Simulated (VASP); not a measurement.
# N (P6_3/mmc) in VASP: further runs, part 2 of 2

VASP 6.6.1. Earlier steps stand in the parts before.

## 3. Single point, PBEsol (strain +0.000 along x and y, -0.080 along z)

INCAR

```
PREC     = Accurate       # precision mode
ENCUT    = 520            # plane-wave cutoff, eV
EDIFF    = 1E-7           # SCF threshold, eV
ISMEAR   = 0              # smearing method
SIGMA    = 0.05           # smearing width, eV
LREAL    = F              # projectors in reciprocal space
LASPH    = T              # aspherical terms in the spheres
NELM     = 80             # most SCF steps
ALGO     = Normal         # electronic algorithm
ISIF     = 2              # what is computed and relaxed
LWAVE    = F              # write WAVECAR
LCHARG   = F              # write CHGCAR
GGA      = PS             # functional
NBANDS   = 18             # bands
```

KPOINTS

```
regular mesh
0
Gamma
  6 6 4
```

POSCAR

```
N
1.0
    4.1672328106      0.0000000000      0.0000000000
   -2.0836164053      3.6089294775      0.0000000000
    0.0000000000      0.0000000000      6.4455232292
N
4
Direct
    0.3333333333      0.6666666667      0.3289300400
    0.3333333333      0.6666666667      0.1710699600
    0.6666666667      0.3333333333      0.8289300400
    0.6666666667      0.3333333333      0.6710699600
```

Potentials or basis: VASP PAW PBE potentials, release 64 (N).

Started as:

```bash
> cat potpaw_PBE.64/N/POTCAR > POTCAR
> mpirun -np 1 vasp_std > vasp.out
```

Wall time 15 s (1 thread of AMD EPYC 9R45 (Zen 5), shared host); peak memory 0.17 GiB.

It converged, with:

```
Free energy            : -32.3880 eV
Pressure               : 23.0 GPa
Largest force          : 20.642 eV/Å
Band gap on the k mesh : 7.70 eV, indirect (least direct gap 8.16 eV)
```

Forces in eV/Å, atoms in the order of the input:
```
N     0.000   0.000  20.642
N     0.000   0.000 -20.642
N     0.000   0.000  20.642
N     0.000   0.000 -20.642
```

Stress tensor (GPa, compression positive):
```
-0.06  0.00  0.00
 0.00 -0.06  0.00
 0.00  0.00 69.08
```

Levels at points of the mesh, in eV from the valence-band top:
| k point | band 7 | band 8 | band 9 | band 10 | band 11 | band 12 | band 13 | band 14 |
| --- | --- | --- | --- | --- | --- | --- | --- | --- |
| (0.00, 0.00, 0.00) | -2.65 | -2.65 | -1.39 | 0.00 | 8.63 | 8.63 | 9.36 | 9.36 |
| (0.50, 0.00, 0.00) | -2.88 | -2.66 | -0.75 | -0.31 | 7.93 | 8.26 | 8.95 | 9.56 |
| (0.00, 0.00, 0.50) | -2.72 | -2.72 | -0.57 | -0.57 | 8.97 | 8.97 | 8.97 | 8.97 |
| (0.50, 0.00, 0.50) | -2.77 | -2.77 | -0.56 | -0.56 | 8.39 | 8.39 | 8.85 | 8.85 |

Caveat: the cell differs from its parent crystal (strain +0.000 along x and y, -0.080 along z); the standard files for N, O and F lose accuracy on very short bonds; the PAW data sets were made with another functional, which shifts forces and pressure a little.

## 4. Single point, PBEsol (strain -0.040 along x and y, +0.000 along z)

INCAR

```
SYSTEM = N
PREC = Accurate
ENCUT = 520
EDIFF = 1E-6
ISMEAR = 0
SIGMA = 0.05
LREAL = .FALSE.
LASPH = .TRUE.
NELM = 80
ALGO = Normal
ISIF = 2
LWAVE = .FALSE.
LCHARG = .TRUE.
GGA = PS
LELF = .TRUE.
LVHAR = .TRUE.
NBANDS = 18
```

KPOINTS

```
regular mesh
0
G
  6 6 4
  0 0 0
```

POSCAR

```
N
1.0
    4.0005434982      0.0000000000      0.0000000000
   -2.0002717491      3.4645722984      0.0000000000
    0.0000000000      0.0000000000      7.0060035100
N
4
Direct
    0.3333333333      0.6666666667      0.3289300400
    0.3333333333      0.6666666667      0.1710699600
    0.6666666667      0.3333333333      0.8289300400
    0.6666666667      0.3333333333      0.6710699600
```

Started as:

```bash
> cat potpaw_PBE.64/N/POTCAR > POTCAR
> mpirun -np 1 vasp_std > vasp.out
```

It took 16 s on 1 thread of AMD EPYC 9R45 (Zen 5), shared host; peak memory 0.17 GiB.

It converged, with:

```yaml
Free_energy: -34.1185 eV
Pressure: 1.2 GPa
Largest_force: 0.891 eV/Å
Band_gap_on_the_k_mesh: 6.86 eV, indirect (least direct gap 7.16 eV)
```

Forces on the atoms (eV/Å):
```
N    0.000  0.000  0.891
N    0.000  0.000 -0.891
N    0.000  0.000  0.891
N    0.000  0.000 -0.891
```

Stress tensor (GPa, compression positive):
```
0.11 0.00 0.00
0.00 0.11 0.00
0.00 0.00 3.35
```

Levels at points of the mesh, in eV from the valence-band top:
| k point | band 8 | band 9 | band 10 | band 11 | band 12 | band 13 |
| --- | --- | --- | --- | --- | --- | --- |
| (0.00, 0.00, 0.00) | -1.75 | -1.26 | 0.00 | 7.70 | 7.70 | 8.17 |
| (0.50, 0.00, 0.00) | -1.79 | -0.61 | -0.22 | 6.94 | 7.39 | 7.68 |
| (0.00, 0.00, 0.50) | -1.80 | -0.56 | -0.56 | 7.93 | 7.93 | 7.93 |
| (0.50, 0.00, 0.50) | -1.88 | -0.47 | -0.47 | 7.33 | 7.33 | 7.80 |

Caveat: the cell differs from its parent crystal (strain -0.040 along x and y, +0.000 along z); the standard files for N, O and F lose accuracy on very short bonds; the PAW data sets were made with another functional, which shifts forces and pressure a little. A k mesh can miss the band edges.

## 5. Single point, PBEsol (strain +0.000 along x and y, -0.040 along z)

INCAR

```
  ALGO = Normal
  EDIFF = 1E-6
  ENCUT = 520
  GGA = PS
  ISIF = 2
  ISMEAR = 0
  LASPH = True
  LCHARG = False
  LREAL = False
  LWAVE = False
  NBANDS = 18
  NELM = 60
  PREC = Accurate
  SIGMA = 0.05
```

KPOINTS

```
k-points
0
Gamma
  6 6 4
```

POSCAR

```
N
1.0
    4.1672328106      0.0000000000      0.0000000000
   -2.0836164053      3.6089294775      0.0000000000
    0.0000000000      0.0000000000      6.7257633696
N
4
Direct
    0.3333333333      0.6666666667      0.3289300400
    0.3333333333      0.6666666667      0.1710699600
    0.6666666667      0.3333333333      0.8289300400
    0.6666666667      0.3333333333      0.6710699600
```

Started as:

```bash
> cat potpaw_PBE.64/N/POTCAR > POTCAR
> mpirun -np 1 vasp_std > vasp.out
```

Run time: 16 s. Hardware: 1 thread of AMD EPYC 9R45 (Zen 5), shared host; peak memory 0.17 GiB.

The run converged. Its results:

```yaml
Free_energy: -33.6951 eV
Pressure: 10.3 GPa
Largest_force: 9.244 eV/Å
Band_gap_on_the_k_mesh: 7.34 eV, indirect (least direct gap 7.72 eV)
```

Forces on the atoms (eV/Å):
```
N    0.000  0.000  9.244
N    0.000  0.000 -9.244
N    0.000  0.000  9.244
N    0.000  0.000 -9.244
```

Stress tensor (GPa, compression positive):
```
-0.01  0.00  0.00
 0.00 -0.01  0.00
 0.00  0.00 30.97
```

Levels at points of the mesh, in eV from the valence-band top:
| k point | band 7 | band 8 | band 9 | band 10 | band 11 | band 12 | band 13 | band 14 |
| --- | --- | --- | --- | --- | --- | --- | --- | --- |
| (0.00, 0.00, 0.00) | -2.17 | -2.17 | -1.24 | 0.00 | 8.15 | 8.15 | 8.74 | 8.74 |
| (0.50, 0.00, 0.00) | -2.37 | -2.19 | -0.65 | -0.26 | 7.50 | 7.83 | 8.34 | 8.88 |
| (0.00, 0.00, 0.50) | -2.23 | -2.23 | -0.54 | -0.54 | 8.43 | 8.43 | 8.43 | 8.43 |
| (0.50, 0.00, 0.50) | -2.28 | -2.28 | -0.49 | -0.49 | 7.91 | 7.91 | 8.32 | 8.32 |

Caveat: the cell differs from its parent crystal (strain +0.000 along x and y, -0.040 along z); the standard files for N, O and F lose accuracy on very short bonds; the PAW data sets were made with another functional, which shifts forces and pressure a little. A k mesh can miss the band edges.

## 6. Single point, PBEsol (strain -0.040 along x and y, +0.040 along z)

INCAR, as its differences from that of step 5:

```diff
@@ -1,3 +1,3 @@
   ALGO = Normal
-  EDIFF = 1E-6
+  EDIFF = 1E-7
   ENCUT = 520
@@ -11,3 +11,3 @@
   NBANDS = 18
-  NELM = 60
+  NELM = 80
   PREC = Accurate
```

KPOINTS is that of step 5.

POSCAR

```
N
1.0
    4.0005434982      0.0000000000      0.0000000000
   -2.0002717491      3.4645722984      0.0000000000
    0.0000000000      0.0000000000      7.2862436504
N
4
Direct
    0.3333333333      0.6666666667      0.3289300400
    0.3333333333      0.6666666667      0.1710699600
    0.6666666667      0.3333333333      0.8289300400
    0.6666666667      0.3333333333      0.6710699600
```

Potentials or basis: VASP PAW PBE potentials, release 64 (N).

Started as:

```bash
> cat potpaw_PBE.64/N/POTCAR > POTCAR
> mpirun -np 1 vasp_std > vasp.out
```

It took 15 s on 1 thread of AMD EPYC 9R45 (Zen 5), shared host; peak memory 0.17 GiB.

Results (log left out):

```yaml
Free_energy: -33.9255 eV
Pressure: -6.1 GPa
Largest_force: 5.070 eV/Å
Band_gap_on_the_k_mesh: 6.52 eV, indirect (least direct gap 6.74 eV)
```

Forces in eV/Å, atoms in the order of the input:
```
N    0.000  0.000 -5.070
N    0.000  0.000  5.070
N    0.000  0.000 -5.070
N    0.000  0.000  5.070
```

Stress tensor (GPa, compression positive):
```
  0.09   0.00   0.00
  0.00   0.09   0.00
  0.00   0.00 -18.44
```

Levels at points of the mesh, in eV from the valence-band top:
| k point | band 6 | band 7 | band 8 | band 9 | band 10 | band 11 | band 12 | band 13 | band 14 | band 15 |
| --- | --- | --- | --- | --- | --- | --- | --- | --- | --- | --- |
| (0.00, 0.00, 0.00) | -1.44 | -1.36 | -1.36 | -1.12 | 0.00 | 7.27 | 7.27 | 7.64 | 7.64 | 10.12 |
| (0.50, 0.00, 0.00) | -1.78 | -1.56 | -1.41 | -0.52 | -0.18 | 6.55 | 6.99 | 7.16 | 7.69 | 11.80 |
| (0.00, 0.00, 0.50) | -1.40 | -1.40 | -1.40 | -0.51 | -0.51 | 7.45 | 7.45 | 7.45 | 7.45 | 10.24 |
| (0.50, 0.00, 0.50) | -1.78 | -1.49 | -1.49 | -0.40 | -0.40 | 6.88 | 6.88 | 7.33 | 7.33 | 12.48 |

Caveat: the cell differs from its parent crystal (strain -0.040 along x and y, +0.040 along z); the standard files for N, O and F lose accuracy on very short bonds; the PAW data sets were made with another functional, which shifts forces and pressure a little. A k mesh can miss the band edges.

## 7. Single point, PBEsol (strain -0.040 along x and y, +0.080 along z)

INCAR

```
ALGO     = Normal         # electronic algorithm
EDIFF    = 1E-6           # SCF threshold, eV
ENCUT    = 520            # plane-wave cutoff, eV
GGA      = PS             # functional
ISIF     = 2              # what is computed and relaxed
ISMEAR   = 0              # smearing method
LASPH    = T              # aspherical terms in the spheres
LCHARG   = F              # write CHGCAR
LREAL    = F              # projectors in reciprocal space
LWAVE    = F              # write WAVECAR
NBANDS   = 18             # bands
NELM     = 60             # most SCF steps
PREC     = Accurate       # precision mode
SIGMA    = 0.05           # smearing width, eV
```

KPOINTS is that of step 6.

POSCAR, as its differences from that of step 6:

```diff
@@ -4,3 +4,3 @@
    -2.0002717491      3.4645722984      0.0000000000
-    0.0000000000      0.0000000000      7.2862436504
+    0.0000000000      0.0000000000      7.5664837908
 N
```

Started as:

```bash
> cat potpaw_PBE.64/N/POTCAR > POTCAR
> mpirun -np 1 vasp_std > vasp.out
```

Wall time 16 s (1 thread of AMD EPYC 9R45 (Zen 5), shared host); peak memory 0.17 GiB.

Results (log left out):

| Property | Result |
| --- | --- |
| Free energy | -33.2873 eV |
| Pressure | -11.1 GPa |
| Largest force | 9.198 eV/Å |
| Band gap on the k mesh | 6.19 eV, indirect (least direct gap 6.33 eV) |

Forces on the atoms (eV/Å):
```
N    0.000  0.000 -9.198
N    0.000  0.000  9.198
N    0.000  0.000 -9.198
N    0.000  0.000  9.198
```

Stress tensor (GPa, compression positive):
```
  0.07   0.00   0.00
  0.00   0.07   0.00
  0.00   0.00 -33.55
```

Levels at points of the mesh, in eV from the valence-band top:
```tsv
k point	band 6	band 7	band 8	band 9	band 10	band 11	band 12	band 13	band 14	band 15
(0.00, 0.00, 0.00)	-1.08	-1.00	-1.00	-0.99	0.00	6.85	6.85	7.15	7.15	10.03
(0.50, 0.00, 0.00)	-1.45	-1.20	-1.07	-0.45	-0.15	6.19	6.62	6.69	7.17	11.87
(0.00, 0.00, 0.50)	-1.04	-1.04	-1.04	-0.47	-0.47	7.00	7.00	7.00	7.00	10.15
(0.50, 0.00, 0.50)	-1.45	-1.13	-1.13	-0.34	-0.34	6.46	6.46	6.89	6.89	12.46
```

Caveat: the cell differs from its parent crystal (strain -0.040 along x and y, +0.080 along z); the standard files for N, O and F lose accuracy on very short bonds; the PAW data sets were made with another functional, which shifts forces and pressure a little.

## 8. Overview

| cell | gap on the mesh (eV) | pressure (GPa) | largest force (eV/Å) |
| --- | --- | --- | --- |
| a = 3.834, b = 3.834, c = 7.566 Å, angles 90.0, 90.0, 120.0°, 4 atoms | 6.06 | -12.0 | 9.20 |
| a = 4.167, b = 4.167, c = 6.446 Å, angles 90.0, 90.0, 120.0°, 4 atoms | 7.70 | 23.0 | 20.64 |
| a = 4.001, b = 4.001, c = 7.006 Å, angles 90.0, 90.0, 120.0°, 4 atoms | 6.86 | 1.2 | 0.89 |
| a = 4.167, b = 4.167, c = 6.726 Å, angles 90.0, 90.0, 120.0°, 4 atoms | 7.34 | 10.3 | 9.24 |
| a = 4.001, b = 4.001, c = 7.286 Å, angles 90.0, 90.0, 120.0°, 4 atoms | 6.52 | -6.1 | 5.07 |
| a = 4.001, b = 4.001, c = 7.566 Å, angles 90.0, 90.0, 120.0°, 4 atoms | 6.19 | -11.1 | 9.20 |

Alike in all rows: task single point; level PBEsol; potentials or basis VASP PAW PBE potentials, release 64 (N); no spin polarisation; k mesh 6 × 6 × 4; cutoff (eV) 520; smearing gaussian 0.05 eV.

Caveats: the standard files for N, O and F lose accuracy on very short bonds; the PAW data sets were made with another functional, which shifts forces and pressure a little.

Total energies depend on the potentials used, so only differences within one code and one set of settings carry meaning.
